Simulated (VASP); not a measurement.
# Mo (Im-3m) in VASP: notebook, part 3 of 3

VASP 6.6.1.

### Step 5. Single point, PBE+D3(BJ)

This run uses another cell than the first one, of 15.89 Å³/atom, 1.007 times its volume.

Input file INCAR:

```
PREC     = Accurate       # precision mode
ENCUT    = 520            # plane-wave cutoff, eV
EDIFF    = 1E-6           # SCF threshold, eV
ISMEAR   = -1             # smearing method
SIGMA    = 0.05           # smearing width, eV
LREAL    = F              # projectors in reciprocal space
LASPH    = T              # aspherical terms in the spheres
NELM     = 60             # most SCF steps
ALGO     = Normal         # electronic algorithm
ISIF     = 2              # what is computed and relaxed
LWAVE    = F              # write WAVECAR
LCHARG   = F              # write CHGCAR
GGA      = PE             # functional
IVDW     = 12             # dispersion correction
NBANDS   = 13             # bands
```

Input file KPOINTS:

```
regular mesh
0
Gamma
  12 12 12
```

Input file POSCAR:

```
Mo
1.0
   -1.5838089719      1.5838089719      1.5838089719
    1.5838089719     -1.5838089719      1.5838089719
    1.5838089719      1.5838089719     -1.5838089719
Mo
1
Direct
    0.0000000000      0.0000000000      0.0000000000
```

Potentials or basis: VASP PAW PBE potentials, release 64 (Mo_sv).

The run is started by

```sh
cat potpaw_PBE.64/Mo_sv/POTCAR > POTCAR
mpirun -np 1 vasp_std > vasp.out
```

OUTCAR:

```text
PREC = Accurate
   ENCUT = 520
   EDIFF = 1E-6
   ISMEAR = -1
   LREAL = F
   LASPH = T
   NELM = 60
   ISIF = 2
   GGA = PE
   IVDW = 12
 IVDW          = 12

 ion  position               nearest neighbor table
   1  0.000  0.000  0.000-

  LATTYP: Found a body centered cubic cell.
 ALAT       =     3.1676179438

  Lattice vectors:

 A1 = (  -1.5838089719,   1.5838089719,   1.5838089719)
 A2 = (   1.5838089719,  -1.5838089719,   1.5838089719)
 A3 = (   1.5838089719,   1.5838089719,  -1.5838089719)

Analysis of symmetry for initial positions (statically):
=====================================================================
 Subroutine PRICEL returns:
 Original cell was already a primitive cell.

 Routine SETGRP: Setting up the symmetry group for a
 body centered cubic supercell.

 Subroutine GETGRP returns: Found 48 space group operations
 (whereof 48 operations were pure point group operations)
 out of a pool of 48 trial point group operations.

The static configuration has the point symmetry O_h .

Analysis of symmetry for dynamics (positions and initial velocities):
=====================================================================
 Subroutine PRICEL returns:
 Original cell was already a primitive cell.

 Routine SETGRP: Setting up the symmetry group for a
 body centered cubic supercell.

 Subroutine GETGRP returns: Found 48 space group operations
 (whereof 48 operations were pure point group operations)
 out of a pool of 48 trial point group operations.

The dynamic configuration has the point symmetry O_h .

 Subroutine INISYM returns: Found 48 space group operations
 (whereof 48 operations are pure point group operations),
 and found     1 'primitive' translations

----------------------------------------------------------------------------------------

                                     Primitive cell

  volume of cell :      15.8916

  direct lattice vectors                    reciprocal lattice vectors
    -1.583808972  1.583808972  1.583808972     0.000000000  0.315694638  0.315694638
     1.583808972 -1.583808972  1.583808972     0.315694638  0.000000000  0.315694638
     1.583808972  1.583808972 -1.583808972     0.315694638  0.315694638  0.000000000

  length of vectors
     2.743237609  2.743237609  2.743237609     0.446459639  0.446459639  0.446459639

  position of ions in fractional coordinates (direct lattice)
     0.000000000  0.000000000  0.000000000

  ion indices of the primitive-cell ions
   primitive index   ion index
                 1           1

----------------------------------------------------------------------------------------

 KPOINTS: regular mesh

Automatic generation of k-mesh.
 Grid dimensions read from file:
 generate k-points for:   12   12   12

 Generating k-lattice:

  Cartesian coordinates                     Fractional coordinates (reciprocal lattice)
     0.000000000  0.026307886  0.026307886     0.083333333  0.000000000  0.000000000
     0.026307886  0.000000000  0.026307886     0.000000000  0.083333333  0.000000000
     0.026307886  0.026307886  0.000000000     0.000000000  0.000000000  0.083333333

  Length of vectors
     0.037204970  0.037204970  0.037204970

  Shift w.r.t. Gamma in fractional coordinates (k-lattice)
     0.000000000  0.000000000  0.000000000

 Subroutine IBZKPT returns following result:
 ===========================================

 Found     72 irreducible k-points:

 Following reciprocal coordinates:
            Coordinates               Weight
  0.000000  0.000000  0.000000      1.000000
  0.083333  0.000000  0.000000     12.000000
  0.166667  0.000000  0.000000     12.000000
  0.250000  0.000000  0.000000     12.000000
  0.333333  0.000000  0.000000     12.000000
  0.416667  0.000000  0.000000     12.000000
[... 16 lines left out ...]
  0.333333  0.083333  0.083333     24.000000
  0.416667  0.083333  0.083333     12.000000
 [... further k-points ...]
   k-points           NKPTS =     72   k-points in BZ     NKDIM =     72   number of bands    NBANDS=     13
   number of dos      NEDOS =    301   number of ions     NIONS =      1
   total plane-waves  NPLWV =   8000
   dimension x,y,z NGX =    20 NGY =   20 NGZ =   20
   dimension x,y,z NGXF=    40 NGYF=   40 NGZF=   40
   ions per type =               1
   NGX,Y,Z   is equivalent  to a cutoff of  12.12, 12.12, 12.12 a.u.
   NGXF,Y,Z  is equivalent  to a cutoff of  24.24, 24.24, 24.24 a.u.
 SYSTEM =  unknown system
   PREC   = accura    normal or accurate (medium, high low for compatibility)
   ISTART =      0    job   : 0-new  1-cont  2-samecut
   ICHARG =      2    charge: 1-file 2-atom 10-const
   ISPIN  =      1    spin polarized calculation?
   LNONCOLLINEAR =      F non collinear calculations
   LSORBIT =      F    spin-orbit coupling
   LASPH  =      T    aspherical Exc in radial PAW
   ENCUT  =  520.0 eV  38.22 Ry    6.18 a.u.   5.10  5.10  5.10*2*pi/ulx,y,z
   NELM   =     60;   NELMIN=  2; NELMDL= -5     # of ELM steps
   EDIFF  = 0.1E-05   stopping-criterion for ELM
   LREAL  =      F    real-space projection
   EDIFFG = 0.1E-04   stopping-criterion for IOM
   NSW    =      0    number of steps for IOM
   IBRION =     -1    ionic relax: 0-MD 1-quasi-New 2-CG
   NFREE  =      0    steps in history (QN), initial steepest desc. (CG)
   ISIF   =      2    stress and relaxation
   ISYM   =      2    0-nonsym 1-usesym 2-fastsym
   POTIM  = 0.5000    time-step for ionic-motion
   TEBEG  =    0.0;   TEEND  =   0.0 temperature during run
   PSTRESS=    0.0 pullay stress
   NELECT =      14.0000    total number of electrons
   NUPDOWN=      -1.0000    fix difference up-down
   EMIN   =  10.00;   EMAX   =-10.00  energy-range for DOS
   EFERMI =   0.00;   METHOD = LEGACY
   ISMEAR =    -1;   SIGMA  =   0.05  broadening in eV -4-tet -1-fermi 0-gaus
   EFERMI_NEDOS =   21; number of points for ismear=-14 and -15
   IALGO  =     38    algorithm
   IMIX   =      4    mixing-type and parameters
     AMIX     =   0.40;   BMIX     =  1.00
     AMIX_MAG =   1.60;   BMIX_MAG =  1.00
  volume/ion in A,a.u.               =      15.89       107.24
  Fermi-wavevector in a.u.,A,eV,Ry     =   1.569380  2.965698 33.510508  2.462953
  Thomas-Fermi vector in A             =   2.671271
   LORBIT       =      0    0 simple, 1 ext, 2 COOP (PROOUT), +10 PAW based schemes
   GGA     = PE    functional components
   LHFCALC =     F    Hartree Fock is set to
   AEXX    =    0.0000 exact exchange contribution
   IVDW    =    12    specifies the selected vdW correction
   LEPSILON=     F    determine dielectric tensor
   LRPA    =     F    only Hartree local field effects (RPA)
 non-spin polarized calculation
  energy-cutoff  :      520.00
  volume of cell :       15.89
 maximum number of plane-waves:       442
   NGX = 11   NGY = 11   NGZ = 11

 number of electron      14.0000005 magnetization

 Free energy of the ion-electron system (eV)
  ---------------------------------------------------
  ext. energy  EPLUGINS =         0.00000000
  ---------------------------------------------------
  free energy    TOTEN  =       -10.95121499 eV

  energy without entropy =      -10.94865304  energy(sigma->0) =      -10.94993402

 E-fermi :  12.2857     XC(G=0): -13.2973

 val. band max:       12.2754098706   @ k =   0.5000   0.5000   0.0833
 cond. band min:      12.3344295890   @ k =  -0.3333   0.3333   0.2500
 fundamental gap:      0.0590197184
 Fermi energy:        12.2856950640

 k-point     1 :       0.0000    0.0000    0.0000
  band No.  band energies     occupation
      1     -48.9481      2.00000
      2     -22.2513      2.00000
      3     -22.2513      2.00000
      4     -22.2513      2.00000
      5       5.1491      2.00000
      6      10.9986      2.00000
      7      10.9986      2.00000
      8      10.9986      2.00000
      9      13.9628      0.00000
     10      13.9628      0.00000
     11      27.1362      0.00000
     12      27.1362      0.00000
     13      27.1362      0.00000
[... 353 lines left out ...]
 k-point    24 :       0.4167    0.0833    0.0833
  band No.  band energies     occupation
      1     -48.6956      2.00000
      2     -23.4930      2.00000
      3     -22.7388      2.00000
      4     -22.3506      2.00000
      5       7.6695      2.00000
      6       8.9979      2.00000
      7      12.6196      0.00251
      8      14.1427      0.00000
      9      14.6274      0.00000
     10      18.5627      0.00000
     11      23.1691      0.00000
     12      24.7769      0.00000
     13      28.1436      0.00000

 [... further k-points ...]

------------------------ aborting loop because EDIFF is reached ----------------------------------------

 Edisp (eV)   -0.70160

 E8    (eV) :    -0.3305

  FORCE on cell =-STRESS in cart. coord.  units (eV):
  Direction    XX          YY          ZZ          XY          YZ          ZX
  --------------------------------------------------------------------------------------
  -------------------------------------------------------------------------------------
  Total      -0.86815    -0.86815    -0.86815     0.00000     0.00000     0.00000
  in kB     -87.52633   -87.52633   -87.52633     0.00000     0.00000     0.00000
  external pressure =      -87.53 kB  Pullay stress =        0.00 kB

 VOLUME and BASIS-vectors are now :
 -----------------------------------------------------------------------------
  energy-cutoff  :      520.00
  volume of cell :       15.89
      direct lattice vectors                 reciprocal lattice vectors
    -1.583808972  1.583808972  1.583808972     0.000000000  0.315694638  0.315694638
     1.583808972 -1.583808972  1.583808972     0.315694638  0.000000000  0.315694638
     1.583808972  1.583808972 -1.583808972     0.315694638  0.315694638  0.000000000

 POSITION                                       TOTAL-FORCE (eV/Angst)
 -----------------------------------------------------------------------------------
      0.00000      0.00000      0.00000         0.000000     -0.000000     -0.000000
 -----------------------------------------------------------------------------------
    total drift:                                0.000000     -0.000000      0.000000

  FREE ENERGIE OF THE ION-ELECTRON SYSTEM (eV)
  ---------------------------------------------------
  free  energy   TOTEN  =       -11.6528163502 eV

  energy  without entropy=      -11.6502543998  energy(sigma->0) =      -11.65153537
```

Run time: 10 s. Hardware: 1 thread of AMD EPYC 7R43 (Zen 3), shared host; peak memory 0.1 GiB.

Results:

| Quantity | Value |
| --- | --- |
| Free energy | -11.6528 eV |
| Pressure | -8.8 GPa |
| Band gap on the k mesh | zero (band 7 reaches 16.22 eV, above the bottom of band 8 at 11.00 eV) |
| Dispersion energy per atom | -0.702 eV |

Caveat: three body term missing; pairwise dispersion overbinds metals, which lowers pressure and volume.

### Step 6. Single point, BLYP

This run uses another cell than the first one, of 16.40 Å³/atom, 1.039 times its volume.

Input file INCAR:

```
PREC = Accurate
ENCUT = 520
EDIFF = 1E-6
ISMEAR = -1
SIGMA = 0.05
LREAL = False
LASPH = True
NELM = 60
ALGO = Normal
ISIF = 2
LWAVE = False
LCHARG = True
GGA = B5
ALDAX = 1.0
AGGAX = 1.0
AGGAC = 1.0
ALDAC = 0.0
LELF = True
LVHAR = True
NBANDS = 13
```

Input file KPOINTS:

```
Automatic mesh
0
Gamma
  12 12 12
```

Input file POSCAR:

```
Mo
1.0
   -1.6005611246      1.6005611246      1.6005611246
    1.6005611246     -1.6005611246      1.6005611246
    1.6005611246      1.6005611246     -1.6005611246
Mo
1
Direct
    0.0000000000      0.0000000000      0.0000000000
```

Potentials or basis: VASP PAW PBE potentials, release 64 (Mo_sv).

The run is started by

```sh
cat potpaw_PBE.64/Mo_sv/POTCAR > POTCAR
mpirun -np 1 vasp_std > vasp.out
```

OUTCAR:

```text
PREC = Accurate
   ENCUT = 520
   EDIFF = 1E-6
   ISMEAR = -1
   LREAL = False
   LASPH = True
   NELM = 60
   ISIF = 2
   GGA = B5

 ion  position               nearest neighbor table
   1  0.000  0.000  0.000-

  LATTYP: Found a body centered cubic cell.
 ALAT       =     3.2011222492

  Lattice vectors:

 A1 = (  -1.6005611246,   1.6005611246,   1.6005611246)
 A2 = (   1.6005611246,  -1.6005611246,   1.6005611246)
 A3 = (   1.6005611246,   1.6005611246,  -1.6005611246)

Analysis of symmetry for initial positions (statically):
=====================================================================
 Subroutine PRICEL returns:
 Original cell was already a primitive cell.

 Routine SETGRP: Setting up the symmetry group for a
 body centered cubic supercell.

 Subroutine GETGRP returns: Found 48 space group operations
 (whereof 48 operations were pure point group operations)
 out of a pool of 48 trial point group operations.

The static configuration has the point symmetry O_h .

Analysis of symmetry for dynamics (positions and initial velocities):
=====================================================================
 Subroutine PRICEL returns:
 Original cell was already a primitive cell.

 Routine SETGRP: Setting up the symmetry group for a
 body centered cubic supercell.

 Subroutine GETGRP returns: Found 48 space group operations
 (whereof 48 operations were pure point group operations)
 out of a pool of 48 trial point group operations.

The dynamic configuration has the point symmetry O_h .

 Subroutine INISYM returns: Found 48 space group operations
 (whereof 48 operations are pure point group operations),
 and found     1 'primitive' translations

----------------------------------------------------------------------------------------

                                     Primitive cell

[... 112 lines left out ...]
   LORBIT       =      0    0 simple, 1 ext, 2 COOP (PROOUT), +10 PAW based schemes
   GGA     = B5    functional components
   LHFCALC =     F    Hartree Fock is set to
   AEXX    =    0.0000 exact exchange contribution
   IVDW    =     0    specifies the selected vdW correction
   LEPSILON=     F    determine dielectric tensor
   LRPA    =     F    only Hartree local field effects (RPA)
 non-spin polarized calculation
  energy-cutoff  :      520.00
  volume of cell :       16.40
 maximum number of plane-waves:       466
 NGX is ok and might be reduce to    24
   NGX = 11   NGY = 11   NGZ = 11

 number of electron      13.9999999 magnetization

 Free energy of the ion-electron system (eV)
  ---------------------------------------------------
  ext. energy  EPLUGINS =         0.00000000
  ---------------------------------------------------
  free energy    TOTEN  =        -9.51081505 eV

  energy without entropy =       -9.50814732  energy(sigma->0) =       -9.50948118

 E-fermi :  12.3370     XC(G=0): -12.4900

 val. band max:       12.2926491019   @ k =  -0.1667   0.2500   0.0833
 cond. band min:      12.3544502119   @ k =  -0.3333   0.3333   0.2500
 fundamental gap:      0.0618011100
 Fermi energy:        12.3370383806

 k-point     1 :       0.0000    0.0000    0.0000
  band No.  band energies     occupation
      1     -48.7261      2.00000
      2     -22.2223      2.00000
      3     -22.2223      2.00000
      4     -22.2223      2.00000
      5       5.5012      2.00000
      6      11.0341      2.00000
      7      11.0341      2.00000
      8      11.0341      2.00000
      9      13.9148      0.00000
     10      13.9148      0.00000
     11      27.3108      0.00000
     12      27.3108      0.00000
     13      27.3108      0.00000
[... 354 lines left out ...]
  band No.  band energies     occupation
      1     -48.5007      2.00000
      2     -23.3502      2.00000
      3     -22.6674      2.00000
      4     -22.3105      2.00000
      5       7.9322      2.00000
      6       9.1603      2.00000
      7      12.7474      0.00054
      8      14.0464      0.00000
      9      14.5043      0.00000
     10      18.3798      0.00000
     11      22.7975      0.00000
     12      24.9144      0.00000
     13      27.8679      0.00000

 [... further k-points ...]

------------------------ aborting loop because EDIFF is reached ----------------------------------------

  FORCE on cell =-STRESS in cart. coord.  units (eV):
  Direction    XX          YY          ZZ          XY          YZ          ZX
  --------------------------------------------------------------------------------------
  -------------------------------------------------------------------------------------
  Total        0.0948859      0.0948859      0.0948859      0.0000000      0.0000000      0.0000000
  in kB        9.2690537      9.2690537      9.2690537      0.0000000      0.0000000      0.0000000
  external PRESSURE =       9.2690537 kB  Pullay stress =       0.0000000 kB

 VOLUME and BASIS-vectors are now :
 -----------------------------------------------------------------------------
  energy-cutoff  :      520.00
  volume of cell :       16.40
      direct lattice vectors                 reciprocal lattice vectors
    -1.600561125  1.600561125  1.600561125     0.000000000  0.312390444  0.312390444
     1.600561125 -1.600561125  1.600561125     0.312390444  0.000000000  0.312390444
     1.600561125  1.600561125 -1.600561125     0.312390444  0.312390444  0.000000000

 POSITION                                       TOTAL-FORCE (eV/Angst)
 -----------------------------------------------------------------------------------
      0.00000      0.00000      0.00000         0.000000      0.000000     -0.000000
 -----------------------------------------------------------------------------------
    total drift:                               -0.000000      0.000000      0.000000

  FREE ENERGIE OF THE ION-ELECTRON SYSTEM (eV)
  ---------------------------------------------------
  free  energy   TOTEN  =        -9.5108150498 eV

  energy  without entropy=       -9.5081473177  energy(sigma->0) =       -9.50948118
```

OSZICAR:

```text
N       E                     dE             d eps       ncg     rms          rms(c)
DAV:   1     0.964837763858E+02    0.96484E+02   -0.79818E+03  1880   0.110E+03
DAV:   2    -0.890834986075E+01   -0.10539E+03   -0.10131E+03  2177   0.313E+02
DAV:   3    -0.100952435484E+02   -0.11869E+01   -0.11842E+01  2092   0.336E+01
DAV:   4    -0.100981787873E+02   -0.29352E-02   -0.29352E-02  2082   0.199E+00
DAV:   5    -0.100981995004E+02   -0.20713E-04   -0.20714E-04  2147   0.148E-01    0.123E+01
DAV:   6    -0.957739316918E+01    0.52081E+00   -0.67642E-01  1932   0.987E+00    0.322E+00
DAV:   7    -0.951283977105E+01    0.64553E-01   -0.12458E-01  2052   0.402E+00    0.933E-01
DAV:   8    -0.951064475277E+01    0.21950E-02   -0.49003E-03  1977   0.853E-01    0.185E-01
DAV:   9    -0.951079420620E+01   -0.14945E-03   -0.13569E-04  2146   0.132E-01    0.784E-02
DAV:  10    -0.951081486729E+01   -0.20661E-04   -0.34853E-05  1932   0.639E-02    0.814E-03
DAV:  11    -0.951081504975E+01   -0.18246E-06   -0.12615E-07  1341   0.419E-03
   1 F= -.95108150E+01 E0= -.95094812E+01  d E =-.266773E-02
```

Run time: 20 s. Hardware: 1 thread of AMD EPYC 7R43 (Zen 3), shared host; peak memory 0.11 GiB.

What came out:

| Item | Value |
| --- | --- |
| Free energy | -9.5108 eV |
| Pressure | 0.9 GPa |
| Band gap on the k mesh | zero (band 7 reaches 16.00 eV, above the bottom of band 8 at 11.03 eV) |

Levels at points of the mesh, in eV from the Fermi level:
```tsv
k point	band 4	band 5	band 6	band 7	band 8	band 9	band 10	band 11
(0.00, 0.00, 0.00)	-34.56	-6.84	-1.30	-1.30	-1.30	1.58	1.58	14.97
(0.50, 0.00, 0.00)	-34.57	-4.94	-3.17	1.56	1.75	2.14	4.37	10.97
(0.50, 0.50, 0.50)	-35.40	-4.98	-4.98	3.67	3.67	3.67	8.91	8.91
```

Caveat: the PAW data sets were made with another functional, which shifts forces and pressure a little.

### Step 7. Summary

| level | cell | gap on the mesh (eV) | pressure (GPa) |
| --- | --- | --- | --- |
| PBE | a = 2.737 Å, angles 109.5°, 1 atom | none | 0.5 |
| RPBE | a = 2.749 Å, angles 109.5°, 1 atom | none | 0.4 |
| revPBE | a = 2.745 Å, angles 109.5°, 1 atom | none | 0.5 |
| PBE+D3(BJ) | a = 2.743 Å, angles 109.5°, 1 atom | none | -8.8 |
| BLYP | a = 2.772 Å, angles 109.5°, 1 atom | none | 0.9 |

Alike in all rows: task single point; potentials or basis VASP PAW PBE potentials, release 64 (Mo_sv); no spin polarisation; k mesh 12 × 12 × 12; cutoff (eV) 520; smearing fermi-dirac 0.05 eV.

Caveats: the PAW data sets were made with another functional, which shifts forces and pressure a little (some runs); three body term missing (some runs); pairwise dispersion overbinds metals, which lowers pressure and volume (some runs).

Total energies depend on the potentials used, so only differences within one code and one set of settings carry meaning.
